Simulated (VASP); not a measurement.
# NaGa12O18 (a cell with a defect) (Na interstitial hop between voids) in VASP: further runs, part 2 of 2

VASP 6.6.1.

## (4) Single point, PBE

INCAR reads:

```
SYSTEM = NaGa12O18
PREC = Accurate
ENCUT = 520
EDIFF = 1E-7
ISMEAR = -1
SIGMA = 0.01
LREAL = Auto
LASPH = .True.
NELM = 60
ALGO = Normal
ISIF = 2
LWAVE = .False.
LCHARG = .False.
GGA = PE
NELECT = 270.0
NBANDS = 156
```

KPOINTS reads:

```
Automatic mesh
0
Gamma
  1 1 1
  0.25 0.25 0.25
```

POSCAR reads:

```
NaGa12O18
1.0
    0.0000000000      9.2496621800      0.0000000000
   -1.3977182400      0.0000000000      5.7085775500
    6.2279771500     -1.5416103600      0.0067278600
Ga O Na
12 18 1
Direct
    0.1209817390      0.6725283612      0.6802602282
    0.2259137059      0.3072924650      0.3149787220
    0.3054233211      0.2027089487      0.8148573562
    0.0290649677      0.7980397156      0.1295204923
    0.4437097838      0.6879651471      0.6726664748
    0.5517121526      0.3101023345      0.3132905986
    0.6332699207      0.2031027158      0.8136905850
    0.3650646789      0.7904727145      0.1852309512
    0.7745331320      0.6739675081      0.6898499426
    0.8833802448      0.3487384900      0.3068264546
    0.9773518611      0.2207295194      0.8535286093
    0.6781747878      0.7927868904      0.1562986944
    0.1791769813      0.7191032077     -0.0016985178
    0.1749482186      0.2604737002      0.9970009029
    0.2720841037      0.4286724363      0.6403453621
    0.0471485525      0.5922201322      0.3432664940
    0.0498332655      0.1145169638      0.2920737192
    0.2753786266      0.8908714267      0.6607410630
    0.4890369685      0.7349541724     -0.0072665886
    0.4985811365      0.2575852720      0.9896904701
    0.6081829592      0.4324398109      0.6468332999
    0.3936104767      0.5582178593      0.3461814698
    0.3913598425      0.1026951038      0.3301251386
    0.6120131600      0.8887857875      0.6726368780
    0.8265771011      0.7315336021      0.0088738057
    0.8253509971      0.2673834245      0.9911005678
    0.9436166223      0.4195991251      0.6484757817
    0.7274842111      0.5841454087      0.3525094328
    0.7183479237      0.1104480876      0.3117672496
    0.9586471713      0.8866746545      0.7519438856
    0.9151270083      0.9426684668      0.4453055693
```

Command:

```console
> cat potpaw_PBE.64/Ga_d/POTCAR potpaw_PBE.64/O/POTCAR potpaw_PBE.64/Na_pv/POTCAR > POTCAR
> mpirun -np 1 vasp_std > vasp.out
```

Run time: 1.8 min. Hardware: 1 thread of Intel Xeon 6975P-C (Granite Rapids), shared host; peak memory 0.39 GiB.

The run converged. Its results:

```yaml
Free_energy: -185.0703 eV
Largest_force: 0.059 eV/Å
```

Forces on the atoms (eV/Å):
```
Ga   0.008 -0.002  0.002
Ga  -0.012 -0.013  0.015
Ga  -0.006 -0.001 -0.002
Ga  -0.017  0.011 -0.006
Ga   0.012  0.000 -0.003
Ga  -0.015  0.004  0.005
Ga  -0.004  0.000 -0.006
Ga   0.004 -0.002  0.003
Ga   0.001  0.005 -0.001
Ga   0.000  0.000 -0.022
Ga   0.012 -0.005  0.010
Ga  -0.010 -0.014 -0.004
O    0.004  0.007 -0.011
O   -0.001 -0.001  0.004
O    0.016  0.004 -0.004
O   -0.009  0.019  0.000
O    0.004  0.005  0.011
O   -0.026 -0.006  0.016
O   -0.011 -0.002 -0.008
O    0.013  0.003  0.009
O    0.009 -0.003 -0.003
O   -0.011  0.004 -0.001
O    0.021  0.000 -0.012
O   -0.020  0.007  0.012
O    0.010 -0.001 -0.004
O   -0.001 -0.002  0.003
O   -0.005  0.000  0.001
O   -0.003 -0.009  0.004
O    0.013 -0.001  0.009
O    0.058 -0.005 -0.011
Na  -0.032  0.000 -0.004
```

Levels at points of the mesh, in eV from the Fermi level:
```
           k point  band 133  band 134  band 135  band 136  band 137  band 138
(0.25, 0.25, 0.25)     -0.58     -0.45     -0.34      3.78      4.47      5.11
```

Caveat: the k points lie up to 1.10 Å⁻¹ apart; the cell carries a net charge on a neutralising background, which shifts energy and pressure; the cell is charged against a uniform background, so pressure and absolute levels hang on convention.

## (5) Single point, PBE

INCAR reads:

```
  PREC = Accurate
  ENCUT = 520
  EDIFF = 1E-6
  ISMEAR = -1
  SIGMA = 0.01
  LREAL = Auto
  LASPH = T
  NELM = 100
  ALGO = Normal
  ISIF = 2
  LWAVE = F
  LCHARG = F
  GGA = PE
  NELECT = 270.0
  NBANDS = 156
```

KPOINTS is that of step 4.

POSCAR reads:

```
NaGa12O18
1.0
    0.0000000000      9.2496621800      0.0000000000
   -1.3977182400      0.0000000000      5.7085775500
    6.2279771500     -1.5416103600      0.0067278600
Ga O Na
12 18 1
Direct
    0.1189832783      0.6570746272      0.6800876255
    0.2309064793      0.3049940413      0.3109254719
    0.3071415945      0.1965995057      0.8137023616
    0.0249809687      0.7930243853      0.1191757179
    0.4430190362      0.6862140145      0.6755613810
    0.5546855141      0.3073377705      0.3153310554
    0.6313757770      0.2046305295      0.8116627120
    0.3668978264      0.7868796199      0.1839614966
    0.7694896153      0.6816954679      0.6885630898
    0.8828058474      0.3517779608      0.3086018824
    0.9777012218      0.2156776055      0.8675363434
    0.6846456643      0.7964253765      0.1706300858
    0.1804901933      0.7190920822     -0.0019198658
    0.1775460505      0.2637470790      0.9939781335
    0.2735139771      0.4219583513      0.6376513254
    0.0432935755      0.5962959836      0.3429225447
    0.0493427710      0.1175325399      0.2650740899
    0.2721509257      0.8849830855      0.6606002080
    0.4951604418      0.7372670389     -0.0020907932
    0.4993499297      0.2544975977      0.9916566464
    0.6066046002      0.4344382275      0.6472618858
    0.3937776822      0.5562319253      0.3463089950
    0.3941139824      0.0994254824      0.3296625470
    0.6072706401      0.8913090722      0.6675287734
    0.8228723283      0.7270932660      0.0060502020
    0.8210944428      0.2678385430      0.9927237477
    0.9513498354      0.4072150565      0.6498753632
    0.7260036428      0.5788228976      0.3565177373
    0.7259972685      0.1099181485      0.3260658400
    0.9552291970      0.8801767678      0.7539787012
    0.9508713023      0.9745610466      0.4683046647
```

Command:

```console
> cat potpaw_PBE.64/Ga_d/POTCAR potpaw_PBE.64/O/POTCAR potpaw_PBE.64/Na_pv/POTCAR > POTCAR
> mpirun -np 1 vasp_std > vasp.out
```

Run time: 86 s. Hardware: 1 thread of Intel Xeon 6975P-C (Granite Rapids), shared host; peak memory 0.39 GiB.

It converged, with:

```yaml
Free_energy: -184.9727 eV
Largest_force: 0.308 eV/Å
```

Forces on the atoms (eV/Å):
```
Ga  -0.006  0.026  0.052
Ga  -0.003 -0.024 -0.007
Ga  -0.009 -0.028  0.003
Ga   0.007  0.049  0.005
Ga   0.007  0.004  0.007
Ga  -0.023  0.000  0.004
Ga  -0.006 -0.001 -0.009
Ga   0.006 -0.010 -0.003
Ga   0.026  0.047 -0.031
Ga  -0.009  0.031 -0.013
Ga  -0.030  0.038  0.034
Ga  -0.027 -0.011 -0.023
O    0.008  0.016 -0.004
O    0.015 -0.003 -0.004
O    0.001  0.011  0.004
O    0.002  0.026  0.017
O    0.066  0.018  0.028
O   -0.020  0.012  0.007
O   -0.015 -0.010 -0.018
O    0.012  0.014  0.003
O    0.009  0.014 -0.017
O   -0.001  0.003 -0.001
O    0.030  0.006 -0.019
O   -0.007  0.021  0.007
O    0.022  0.002 -0.003
O    0.005  0.019  0.000
O   -0.009 -0.038  0.030
O   -0.008  0.000  0.016
O    0.001  0.019  0.004
O    0.069  0.026  0.005
Na  -0.113 -0.276 -0.073
```

Levels at points of the mesh, in eV from the Fermi level:
```tsv
k point	band 133	band 134	band 135	band 136	band 137	band 138
(0.25, 0.25, 0.25)	-0.54	-0.42	-0.31	3.80	4.45	5.14
```

Caveat: the k points lie up to 1.10 Å⁻¹ apart; the cell carries a net charge on a neutralising background, which shifts energy and pressure; the cell is charged against a uniform background, so pressure and absolute levels hang on convention.
